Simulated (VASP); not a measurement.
A run of VASP 6.6.1:

Contents of INCAR:

```
SYSTEM = TiO2
PREC = Accurate
ENCUT = 520
EDIFF = 1E-7
ISMEAR = 0
SIGMA = 0.02
LREAL = .False.
LASPH = .True.
NELM = 100
ALGO = Normal
ISIF = 2
LWAVE = .False.
LCHARG = .False.
GGA = PS
NBANDS = 33
```

KPOINTS

```
regular mesh
0
Gamma
  10 10 10
  0 0 0
```

File POSCAR:

```
TiO2
1.0
   -1.8848916288      1.8848916288      4.7758664511
    1.8848916288     -1.8848916288      4.7758664511
    1.8848916288      1.8848916288     -4.7758664511
Ti O
2 4
Direct
    0.0000000000      0.0000000000      0.0000000000
    0.7500000000      0.2500000000      0.5000000000
    0.2075275980      0.2075275980      0.0000000000
    0.9575275980      0.4575275980      0.5000000000
    0.5424724020      0.0424724020      0.5000000000
    0.7924724020      0.7924724020      0.0000000000
```

Potentials or basis: VASP PAW PBE potentials, release 64 (Ti_sv, O).

Launch:

```sh
$ cat potpaw_PBE.64/Ti_sv/POTCAR potpaw_PBE.64/O/POTCAR > POTCAR
$ mpirun -np 1 vasp_std > vasp.out
```

Hardware: 1 thread of Intel(R) Xeon(R) Platinum 8488C (Sapphire Rapids), with other jobs on the host.

Question: Estimate the wall time of this run.

Answer: It took 9 min on 1 thread of Intel(R) Xeon(R) Platinum 8488C (Sapphire Rapids) (shared host), peak memory 0.36 GiB. Counts: scf iterations 17, k points 102.
